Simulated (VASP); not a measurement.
# Cu2O (Pn-3m) in VASP: further runs, part 2 of 3

VASP 6.6.1. Earlier steps stand in the parts before.

### 3 Single point, r2SCAN (volume scaled by 0.97)

Input file POSCAR:

```
Cu2O
1.0
    4.2029193737      0.0000000000      0.0000000000
    0.0000000000      4.2029193737      0.0000000000
    0.0000000000      0.0000000000      4.2029193737
Cu O
4 2
Direct
    0.2500000000      0.2500000000      0.2500000000
    0.2500000000      0.7500000000      0.7500000000
    0.7500000000      0.7500000000      0.2500000000
    0.7500000000      0.2500000000      0.7500000000
    0.0000000000      0.0000000000      0.0000000000
    0.5000000000      0.5000000000      0.5000000000
```

Input file INCAR.step1:

```
SYSTEM = Cu2O
PREC = Accurate ; ENCUT = 660
ISMEAR = 0 ; SIGMA = 0.02
LREAL = .False. ; LASPH = .True.
NELM = 120 ; NBANDS = 37
GGA = PE ; ALGO = Normal
EDIFF = 1E-5 ; LWAVE = .True.
LCHARG = .False. ; GGA_COMPAT = .False.
```

Input file INCAR.step2:

```
SYSTEM = Cu2O
PREC = Accurate ; ENCUT = 660
EDIFF = 1E-6 ; ISMEAR = 0
SIGMA = 0.02 ; LREAL = .False.
LASPH = .True. ; NELM = 120
ALGO = Normal ; ISIF = 2
LWAVE = .False. ; LCHARG = .False.
METAGGA = R2SCAN ; LMIXTAU = .True.
NBANDS = 37 ; ISTART = 1
GGA_COMPAT = .False.
```

Input file KPOINTS:

```
Automatic mesh
0
Gamma
  6 6 6
  0 0 0
```

Potentials or basis: VASP PAW PBE potentials, release 64 (Cu, O).

Launch:

```console
> cat potpaw_PBE.64/Cu/POTCAR potpaw_PBE.64/O/POTCAR > POTCAR
> cp INCAR.step1 INCAR
> mpirun -np 1 vasp_std > vasp.out
> cp INCAR.step2 INCAR
> mpirun -np 1 vasp_std > vasp.out
```

OUTCAR:

```text
SYSTEM = Cu2O
   PREC = Accurate
   ENCUT = 660
   EDIFF = 1E-6
   ISMEAR = 0
   LREAL = .False.
   LASPH = .True.
   NELM = 120
   ISIF = 2
   METAGGA = R2SCAN
   ISTART = 1

 ion  position               nearest neighbor table
   1  0.250  0.250  0.250-   5 1.82   6 1.82
   2  0.250  0.750  0.750-   5 1.82   6 1.82
   3  0.750  0.750  0.250-   5 1.82   6 1.82
   4  0.750  0.250  0.750-   5 1.82   6 1.82
   5  0.000  0.000  0.000-   1 1.82   2 1.82   3 1.82   4 1.82
   6  0.500  0.500  0.500-   1 1.82   2 1.82   3 1.82   4 1.82

  LATTYP: Found a simple cubic cell.
 ALAT       =     4.2029193737

  Lattice vectors:

 A1 = (   4.2029193737,   0.0000000000,   0.0000000000)
 A2 = (   0.0000000000,   4.2029193737,   0.0000000000)
 A3 = (   0.0000000000,   0.0000000000,   4.2029193737)

Analysis of symmetry for initial positions (statically):
=====================================================================
 Subroutine PRICEL returns:
 Original cell was already a primitive cell.

 Routine SETGRP: Setting up the symmetry group for a
 simple cubic supercell.

 Subroutine GETGRP returns: Found 48 space group operations
 (whereof 24 operations were pure point group operations)
 out of a pool of 48 trial point group operations.

The static configuration has the point symmetry T_d .
 The point group associated with its full space group is O_h .

Analysis of symmetry for dynamics (positions and initial velocities):
=====================================================================
 Subroutine PRICEL returns:
 Original cell was already a primitive cell.

 Routine SETGRP: Setting up the symmetry group for a
 simple cubic supercell.

 Subroutine GETGRP returns: Found 48 space group operations
 (whereof 24 operations were pure point group operations)
 out of a pool of 48 trial point group operations.

The dynamic configuration has the point symmetry T_d .
 The point group associated with its full space group is O_h .

 Subroutine INISYM returns: Found 48 space group operations
 (whereof 24 operations are pure point group operations),
 and found     1 'primitive' translations

----------------------------------------------------------------------------------------

                                     Primitive cell

  volume of cell :      74.2426

  direct lattice vectors                    reciprocal lattice vectors
     4.202919374  0.000000000  0.000000000     0.237929856  0.000000000  0.000000000
     0.000000000  4.202919374  0.000000000     0.000000000  0.237929856  0.000000000
     0.000000000  0.000000000  4.202919374     0.000000000  0.000000000  0.237929856

  length of vectors
     4.202919374  4.202919374  4.202919374     0.237929856  0.237929856  0.237929856

  position of ions in fractional coordinates (direct lattice)
     0.250000000  0.250000000  0.250000000
     0.250000000  0.750000000  0.750000000
     0.750000000  0.750000000  0.250000000
     0.750000000  0.250000000  0.750000000
     0.000000000  0.000000000  0.000000000
     0.500000000  0.500000000  0.500000000

  ion indices of the primitive-cell ions
   primitive index   ion index
                 1           1
                 2           2
                 3           3
                 4           4
                 5           5
[... 30 lines left out ...]
  0.000000  0.000000  0.000000      1.000000
  0.166667  0.000000  0.000000      6.000000
  0.333333  0.000000  0.000000      6.000000
  0.500000  0.000000  0.000000      3.000000
  0.166667  0.166667  0.000000     12.000000
  0.333333  0.166667  0.000000     24.000000
[... 12 lines left out ...]
  0.500000  0.500000  0.333333      6.000000
  0.500000  0.500000  0.500000      1.000000
   k-points           NKPTS =     20   k-points in BZ     NKDIM =     20   number of bands    NBANDS=     37
   number of dos      NEDOS =    301   number of ions     NIONS =      6
   total plane-waves  NPLWV =  46656
   dimension x,y,z NGX =    36 NGY =   36 NGZ =   36
   dimension x,y,z NGXF=    72 NGYF=   72 NGZF=   72
   ions per type =               4   2
   NGX,Y,Z   is equivalent  to a cutoff of  14.24, 14.24, 14.24 a.u.
   NGXF,Y,Z  is equivalent  to a cutoff of  28.48, 28.48, 28.48 a.u.
 SYSTEM =  Cu2O
   PREC   = accura    normal or accurate (medium, high low for compatibility)
   ISTART =      1    job   : 0-new  1-cont  2-samecut
   ICHARG =      0    charge: 1-file 2-atom 10-const
   ISPIN  =      1    spin polarized calculation?
   LNONCOLLINEAR =      F non collinear calculations
   LSORBIT =      F    spin-orbit coupling
   LASPH  =      T    aspherical Exc in radial PAW
   ENCUT  =  660.0 eV  48.51 Ry    6.96 a.u.   8.80  8.80  8.80*2*pi/ulx,y,z
   NELM   =    120;   NELMIN=  2; NELMDL=  0     # of ELM steps
   EDIFF  = 0.1E-05   stopping-criterion for ELM
   LREAL  =      F    real-space projection
   EDIFFG = 0.1E-04   stopping-criterion for IOM
   NSW    =      0    number of steps for IOM
   IBRION =     -1    ionic relax: 0-MD 1-quasi-New 2-CG
   NFREE  =      0    steps in history (QN), initial steepest desc. (CG)
   ISIF   =      2    stress and relaxation
   ISYM   =      2    0-nonsym 1-usesym 2-fastsym
   POTIM  = 0.5000    time-step for ionic-motion
   TEBEG  =    0.0;   TEEND  =   0.0 temperature during run
   PSTRESS=    0.0 pullay stress
   NELECT =      56.0000    total number of electrons
   NUPDOWN=      -1.0000    fix difference up-down
   EMIN   =  10.00;   EMAX   =-10.00  energy-range for DOS
   EFERMI =   0.00;   METHOD = LEGACY
   ISMEAR =     0;   SIGMA  =   0.02  broadening in eV -4-tet -1-fermi 0-gaus
   EFERMI_NEDOS =   21; number of points for ismear=-14 and -15
   IALGO  =     38    algorithm
   IMIX   =      4    mixing-type and parameters
     AMIX     =   0.40;   BMIX     =  1.00
     AMIX_MAG =   1.60;   BMIX_MAG =  1.00
  volume/ion in A,a.u.               =      12.37        83.50
  Fermi-wavevector in a.u.,A,eV,Ry     =   1.490229  2.816125 30.215594  2.220784
  Thomas-Fermi vector in A             =   2.603038
   LORBIT       =      0    0 simple, 1 ext, 2 COOP (PROOUT), +10 PAW based schemes
   METAGGA = R2SCAN    functional components
   LHFCALC =     F    Hartree Fock is set to
   AEXX    =    0.0000 exact exchange contribution
   IVDW    =     0    specifies the selected vdW correction
   LEPSILON=     F    determine dielectric tensor
   LRPA    =     F    only Hartree local field effects (RPA)
 non-spin polarized calculation
 Gauss-broadening in eV      SIGMA  =   0.02
  energy-cutoff  :      660.00
  volume of cell :       74.24
 maximum number of plane-waves:      2897
 NGX is ok and might be reduce to    36
   NGX = 17   NGY = 17   NGZ = 17

 number of electron      56.0000051 magnetization

 Free energy of the ion-electron system (eV)
  ---------------------------------------------------
  ext. energy  EPLUGINS =         0.00000000
  ---------------------------------------------------
  free energy    TOTEN  =       -58.17288689 eV

  energy without entropy =      -58.17288689  energy(sigma->0) =      -58.17288689

 E-fermi :   5.1654     XC(G=0): -11.8793

 val. band max:        5.0605156762   @ k =   0.0000   0.0000   0.0000
 cond. band min:       5.9229846412   @ k =   0.0000   0.0000   0.0000
 fundamental gap:      0.8624689650
 Fermi energy:         5.1654179082

 k-point     1 :       0.0000    0.0000    0.0000
  band No.  band energies     occupation
      1     -16.5913      2.00000
      2     -15.8065      2.00000
      3      -2.7614      2.00000
      4      -2.7614      2.00000
      5      -2.7614      2.00000
      6      -0.1950      2.00000
[... 789 lines left out ...]
     36      13.7736      0.00000
     37      19.8980      0.00000

------------------------ aborting loop because EDIFF is reached ----------------------------------------

  FORCE on cell =-STRESS in cart. coord.  units (eV):
  Direction    XX          YY          ZZ          XY          YZ          ZX
  --------------------------------------------------------------------------------------
  -------------------------------------------------------------------------------------
  Total        2.4027264      2.4027264      2.4027264     -0.0000000     -0.0000000     -0.0000000
  in kB       51.8515473     51.8515473     51.8515473     -0.0000000     -0.0000000     -0.0000000
  external PRESSURE =      51.8515473 kB  Pullay stress =       0.0000000 kB

 VOLUME and BASIS-vectors are now :
 -----------------------------------------------------------------------------
  energy-cutoff  :      660.00
  volume of cell :       74.24
      direct lattice vectors                 reciprocal lattice vectors
     4.202919374  0.000000000  0.000000000     0.237929856  0.000000000  0.000000000
     0.000000000  4.202919374  0.000000000     0.000000000  0.237929856  0.000000000
     0.000000000  0.000000000  4.202919374     0.000000000  0.000000000  0.237929856

 POSITION                                       TOTAL-FORCE (eV/Angst)
 -----------------------------------------------------------------------------------
      1.05073      1.05073      1.05073         0.000000     -0.000000     -0.000000
      1.05073      3.15219      3.15219         0.000000      0.000000     -0.000000
      3.15219      3.15219      1.05073        -0.000000      0.000000      0.000000
      3.15219      1.05073      3.15219        -0.000000     -0.000000      0.000000
      0.00000      0.00000      0.00000        -0.000000     -0.000000      0.000000
      2.10146      2.10146      2.10146        -0.000000     -0.000000      0.000000
 -----------------------------------------------------------------------------------
    total drift:                                0.000000      0.000000      0.000000

  FREE ENERGIE OF THE ION-ELECTRON SYSTEM (eV)
  ---------------------------------------------------
  free  energy   TOTEN  =       -58.1728868929 eV

  energy  without entropy=      -58.1728868929  energy(sigma->0) =      -58.17288689
```

Wall time 94 s (1 thread of Intel Xeon 6975P-C (Granite Rapids), shared host); peak memory 0.24 GiB.

What came out:

| Quantity | Value |
| --- | --- |
| Free energy | -58.1729 eV |
| Pressure | 5.2 GPa |
| Band gap on the k mesh | 0.86 eV, direct |

Caveat: the PAW data sets were made with another functional, which shifts forces and pressure a little.

(Continued in part 3 of 3.)
